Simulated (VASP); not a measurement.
# Au (P4/nmm) in VASP: notebook

Runs on Au. Level: PBE. Tasks: single point.

Program: VASP 6.6.1. These are calculated values, not measurements. Logs are shortened: lines on timing, memory, paths and dates and some standing lists are left out, and cuts for length are marked.

**1. The cell of the first run**

Symmetry: P4/nmm, No. 129, tetragonal system. Conventional cell: a = 2.893 Å, b = 2.893 Å, c = 4.091 Å, α = 90.00°, β = 90.00°, γ = 90.00°. Within 3.7 Å of Au (site symmetry 4mm) lie 12 Au at 2.82 to 2.96 Å.

**2. Single point, PBE (atoms displaced along a vibrational mode)**

The input, INCAR:

```
ALGO = Fast
EDIFF = 1E-6
ENCUT = 520
GGA = PE
ISIF = 2
ISMEAR = 0
LASPH = True
LCHARG = True
LELF = True
LREAL = False
LVHAR = True
LWAVE = False
NBANDS = 18
NELM = 80
PREC = Accurate
SIGMA = 0.15
```

The input, KPOINTS:

```
k-points
0
Gamma
  16 16 12
```

The input, POSCAR:

```
Au
1.0
    0.0000000000     -2.0455000000     -2.0455000000
    0.0000000000      2.0455000000     -2.0455000000
    4.0910000000      0.0000000000      0.0000000000
Au
2
Direct
    0.5000000000      0.5000000000      0.5122219506
    0.0000000000      0.0000000000     -0.0122219506
```

Potentials or basis: VASP PAW PBE potentials, release 64 (Au).

On the command line:

```
cat potpaw_PBE.64/Au/POTCAR > POTCAR
mpirun -np 1 vasp_std > vasp.out
```

OUTCAR:

```text
EDIFF = 1E-6
   ENCUT = 520
   GGA = PE
   ISIF = 2
   ISMEAR = 0
   LASPH = True
   LREAL = False
   NELM = 80
   PREC = Accurate

 ion  position               nearest neighbor table
   1  0.500  0.500  0.512-   2 2.82   2 2.82   2 2.82   2 2.82   2 2.96   2 2.96   2 2.96   2 2.96

   2  0.000  0.000  0.988-   1 2.82   1 2.82   1 2.82   1 2.82   1 2.96   1 2.96   1 2.96   1 2.96

  LATTYP: Found a simple tetragonal cell.
 ALAT       =     2.8927738418
 C/A-ratio  =     1.4142135624

  Lattice vectors:

 A1 = (   0.0000000000,  -2.0455000000,  -2.0455000000)
 A2 = (   0.0000000000,   2.0455000000,  -2.0455000000)
 A3 = (   4.0910000000,   0.0000000000,   0.0000000000)

Analysis of symmetry for initial positions (statically):
=====================================================================
 Subroutine PRICEL returns:
 Original cell was already a primitive cell.

 Routine SETGRP: Setting up the symmetry group for a
 simple tetragonal supercell.

 Subroutine GETGRP returns: Found 16 space group operations
 (whereof  8 operations were pure point group operations)
 out of a pool of 16 trial point group operations.

The static configuration has the point symmetry C_4v.
 The point group associated with its full space group is D_4h.

Analysis of symmetry for dynamics (positions and initial velocities):
=====================================================================
 Subroutine PRICEL returns:
 Original cell was already a primitive cell.

 Routine SETGRP: Setting up the symmetry group for a
 simple tetragonal supercell.

 Subroutine GETGRP returns: Found 16 space group operations
 (whereof  8 operations were pure point group operations)
 out of a pool of 16 trial point group operations.

The dynamic configuration has the point symmetry C_4v.
 The point group associated with its full space group is D_4h.

 Subroutine INISYM returns: Found 16 space group operations
 (whereof  8 operations are pure point group operations),
 and found     1 'primitive' translations

----------------------------------------------------------------------------------------

                                     Primitive cell

  volume of cell :      34.2341

  direct lattice vectors                    reciprocal lattice vectors
     0.000000000 -2.045500000 -2.045500000     0.000000000 -0.244439012 -0.244439012
     0.000000000  2.045500000 -2.045500000     0.000000000  0.244439012 -0.244439012
     4.091000000  0.000000000  0.000000000     0.244439012  0.000000000  0.000000000

  length of vectors
     2.892773842  2.892773842  4.091000000     0.345688967  0.345688967  0.244439012

  position of ions in fractional coordinates (direct lattice)
     0.500000000  0.500000000  0.512221951
     0.000000000  0.000000000  0.987778049

  ion indices of the primitive-cell ions
   primitive index   ion index
                 1           1
                 2           2

----------------------------------------------------------------------------------------

 KPOINTS: k-points

Automatic generation of k-mesh.
 Grid dimensions read from file:
 generate k-points for:   16   16   12

 Generating k-lattice:

  Cartesian coordinates                     Fractional coordinates (reciprocal lattice)
     0.000000000 -0.015277438 -0.015277438     0.062500000  0.000000000  0.000000000
     0.000000000  0.015277438 -0.015277438     0.000000000  0.062500000  0.000000000
     0.020369918  0.000000000  0.000000000     0.000000000  0.000000000  0.083333333

  Length of vectors
     0.021605560  0.021605560  0.020369918

  Shift w.r.t. Gamma in fractional coordinates (k-lattice)
     0.000000000  0.000000000  0.000000000

 Subroutine IBZKPT returns following result:
 ===========================================

 Found    315 irreducible k-points:

 Following reciprocal coordinates:
            Coordinates               Weight
  0.000000  0.000000  0.000000      1.000000
  0.062500  0.000000  0.000000      4.000000
  0.125000  0.000000  0.000000      4.000000
  0.187500  0.000000  0.000000      4.000000
  0.250000  0.000000  0.000000      4.000000
  0.312500  0.000000  0.000000      4.000000
[... 16 lines left out ...]
  0.437500  0.125000  0.000000      8.000000
  0.500000  0.125000  0.000000      4.000000
 [... further k-points ...]
   k-points           NKPTS =    315   k-points in BZ     NKDIM =    315   number of bands    NBANDS=     18
   number of dos      NEDOS =    301   number of ions     NIONS =      2
   total plane-waves  NPLWV =  17280
   dimension x,y,z NGX =    24 NGY =   24 NGZ =   30
   dimension x,y,z NGXF=    48 NGYF=   48 NGZF=   60
   ions per type =               2
   NGX,Y,Z   is equivalent  to a cutoff of  13.79, 13.79, 12.19 a.u.
   NGXF,Y,Z  is equivalent  to a cutoff of  27.59, 27.59, 24.38 a.u.
 SYSTEM =  unknown system
   PREC   = accura    normal or accurate (medium, high low for compatibility)
   ISTART =      0    job   : 0-new  1-cont  2-samecut
   ICHARG =      2    charge: 1-file 2-atom 10-const
   ISPIN  =      1    spin polarized calculation?
   LNONCOLLINEAR =      F non collinear calculations
   LSORBIT =      F    spin-orbit coupling
   LASPH  =      T    aspherical Exc in radial PAW
   ENCUT  =  520.0 eV  38.22 Ry    6.18 a.u.   5.38  5.38  7.61*2*pi/ulx,y,z
   NELM   =     80;   NELMIN=  2; NELMDL= -5     # of ELM steps
   EDIFF  = 0.1E-05   stopping-criterion for ELM
   LREAL  =      F    real-space projection
[... 7 lines left out ...]
   TEBEG  =    0.0;   TEEND  =   0.0 temperature during run
   PSTRESS=    0.0 pullay stress
   NELECT =      22.0000    total number of electrons
   NUPDOWN=      -1.0000    fix difference up-down
   EMIN   =  10.00;   EMAX   =-10.00  energy-range for DOS
   EFERMI =   0.00;   METHOD = LEGACY
   ISMEAR =     0;   SIGMA  =   0.15  broadening in eV -4-tet -1-fermi 0-gaus
   EFERMI_NEDOS =   21; number of points for ismear=-14 and -15
   IALGO  =     68    algorithm
   IMIX   =      4    mixing-type and parameters
     AMIX     =   0.40;   BMIX     =  1.00
     AMIX_MAG =   1.60;   BMIX_MAG =  1.00
  volume/ion in A,a.u.               =      17.12       115.51
  Fermi-wavevector in a.u.,A,eV,Ry     =   1.412742  2.669696 27.155058  1.995840
  Thomas-Fermi vector in A             =   2.534459
   LORBIT       =      0    0 simple, 1 ext, 2 COOP (PROOUT), +10 PAW based schemes
   GGA     = PE    functional components
   LHFCALC =     F    Hartree Fock is set to
   AEXX    =    0.0000 exact exchange contribution
   IVDW    =     0    specifies the selected vdW correction
   LEPSILON=     F    determine dielectric tensor
   LRPA    =     F    only Hartree local field effects (RPA)
 non-spin polarized calculation
 RMM-DIIS sequential band-by-band and
 Gauss-broadening in eV      SIGMA  =   0.15
  energy-cutoff  :      520.00
  volume of cell :       34.23
 maximum number of plane-waves:       937
 NGX is ok and might be reduce to    24
   NGX = 11   NGY = 11   NGZ = 15

 number of electron      22.0000003 magnetization

 Free energy of the ion-electron system (eV)
  ---------------------------------------------------
  ext. energy  EPLUGINS =         0.00000000
  ---------------------------------------------------
  free energy    TOTEN  =        -6.36444731 eV

  energy without entropy =       -6.35891658  energy(sigma->0) =       -6.36168195

 E-fermi :   9.4155     XC(G=0): -12.6861

 val. band max:        9.4073749665   @ k =   0.5000   0.1875   0.0833
 cond. band min:       9.4302212144   @ k =   0.5000   0.1250   0.2500
 fundamental gap:      0.0228462479
 Fermi energy:         9.4155357013

 k-point     1 :       0.0000    0.0000    0.0000
  band No.  band energies     occupation
      1      -0.4167      2.00000
      2       2.3621      2.00000
      3       2.6591      2.00000
      4       4.7161      2.00000
      5       4.7161      2.00000
      6       4.7471      2.00000
[... 10 lines left out ...]
     17      26.5311      0.00000
     18      27.9272      0.00000

 k-point     2 :       0.0625    0.0000    0.0000
  band No.  band energies     occupation
      1      -0.3258      2.00000
      2       2.4207      2.00000
      3       2.7106      2.00000
      4       4.6828      2.00000
      5       4.7430      2.00000
      6       4.7861      2.00000
[... 10 lines left out ...]
     17      26.8712      0.00000
     18      27.3886      0.00000

 k-point     3 :       0.1250    0.0000    0.0000
  band No.  band energies     occupation
      1      -0.0584      2.00000
      2       2.5667      2.00000
      3       2.8822      2.00000
      4       4.5912      2.00000
      5       4.8226      2.00000
      6       4.8893      2.00000
[... 10 lines left out ...]
     17      26.2109      0.00000
     18      27.3455      0.00000

 k-point     4 :       0.1875    0.0000    0.0000
  band No.  band energies     occupation
      1       0.3697      2.00000
      2       2.7471      2.00000
      3       3.1881      2.00000
      4       4.4642      2.00000
      5       4.9508      2.00000
      6       5.0061      2.00000
[... 10 lines left out ...]
     17      24.8680      0.00000
     18      27.3148      0.00000

 k-point     5 :       0.2500    0.0000    0.0000
  band No.  band energies     occupation
      1       0.9303      2.00000
      2       2.9448      2.00000
      3       3.5751      2.00000
      4       4.3337      2.00000
      5       5.0431      2.00000
      6       5.1199      2.00000
[... 10 lines left out ...]
     17      24.5217      0.00000
     18      27.0048      0.00000

 k-point     6 :       0.3125    0.0000    0.0000
  band No.  band energies     occupation
      1       1.5798      2.00000
      2       3.1481      2.00000
      3       3.9469      2.00000
      4       4.2389      2.00000
      5       4.8984      2.00000
      6       5.2352      2.00000
[... 307 lines left out ...]
 k-point    21 :       0.3125    0.1250    0.0000
  band No.  band energies     occupation
      1       1.8571      2.00000
      2       3.4169      2.00000
      3       3.8418      2.00000
      4       4.0533      2.00000
      5       4.5598      2.00000
      6       5.0988      2.00000
[... 10 lines left out ...]
     17      23.7764      0.00000
     18      26.6363      0.00000

 k-point    22 :       0.3750    0.1250    0.0000
  band No.  band energies     occupation
      1       2.4771      2.00000
      2       3.5726      2.00000
      3       3.8955      2.00000
      4       4.0810      2.00000
      5       4.2239      2.00000
      6       4.8503      2.00000
[... 10 lines left out ...]
     17      22.5151      0.00000
     18      25.5846      0.00000

 k-point    23 :       0.4375    0.1250    0.0000
  band No.  band energies     occupation
      1       3.0376      2.00000
      2       3.6209      2.00000
      3       3.9062      2.00000
      4       3.9755      2.00000
      5       4.1155      2.00000
      6       4.5967      2.00000
[... 10 lines left out ...]
     17      22.9071      0.00000
     18      24.6363      0.00000

 k-point    24 :       0.5000    0.1250    0.0000
  band No.  band energies     occupation
      1       3.4682      2.00000
      2       3.4682      2.00000
      3       3.8380      2.00000
      4       3.8380      2.00000
      5       4.3438      2.00000
      6       4.3438      2.00000
[... 10 lines left out ...]
     17      23.7690      0.00000
     18      23.7690      0.00000

 [... further k-points ...]
[... 5 lines left out ...]
  --------------------------------------------------------------------------------------
  -------------------------------------------------------------------------------------
  Total        1.7598809      1.8602635      1.8602635     -0.0000000      0.0000000      0.0000000
  in kB       82.3636189     87.0615917     87.0615917     -0.0000000      0.0000000      0.0000000
  external PRESSURE =      85.4956007 kB  Pullay stress =       0.0000000 kB

 VOLUME and BASIS-vectors are now :
 -----------------------------------------------------------------------------
  energy-cutoff  :      520.00
  volume of cell :       34.23
      direct lattice vectors                 reciprocal lattice vectors
     0.000000000 -2.045500000 -2.045500000     0.000000000 -0.244439012 -0.244439012
     0.000000000  2.045500000 -2.045500000     0.000000000  0.244439012 -0.244439012
     4.091000000  0.000000000  0.000000000     0.244439012  0.000000000  0.000000000

 POSITION                                       TOTAL-FORCE (eV/Angst)
 -----------------------------------------------------------------------------------
      2.09550      0.00000     -2.04550        -0.863658      0.000000      0.000000
      4.04100      0.00000      0.00000         0.863658     -0.000000     -0.000000
 -----------------------------------------------------------------------------------
    total drift:                                0.000000      0.000000     -0.000000

  FREE ENERGIE OF THE ION-ELECTRON SYSTEM (eV)
  ---------------------------------------------------
  free  energy   TOTEN  =        -6.3644473093 eV

  energy  without entropy=       -6.3589165841  energy(sigma->0) =       -6.36168195
```

Run time: 3.1 min. Hardware: 1 thread of Intel Xeon 8259CL, shared host; peak memory 0.27 GiB.

Results:

```
Free energy            : -6.3644 eV
Pressure               : 8.5 GPa
Largest force          : 0.864 eV/Å
Band gap on the k mesh : zero (bands 11 and 12 overlap by 7.22 eV)
```

Forces in eV/Å, atoms in the order of the input:
```
Au  -0.864  0.000  0.000
Au   0.864  0.000  0.000
```

Caveat: the cell differs from its parent crystal (atoms displaced along a vibrational mode); the cell stands under pressure; spin-orbit coupling is left out, which moves the levels of the heavy elements.

[end of part 1 of 2]

The gap in the log of VASP goes by the Fermi energy; the results here count the filled bands.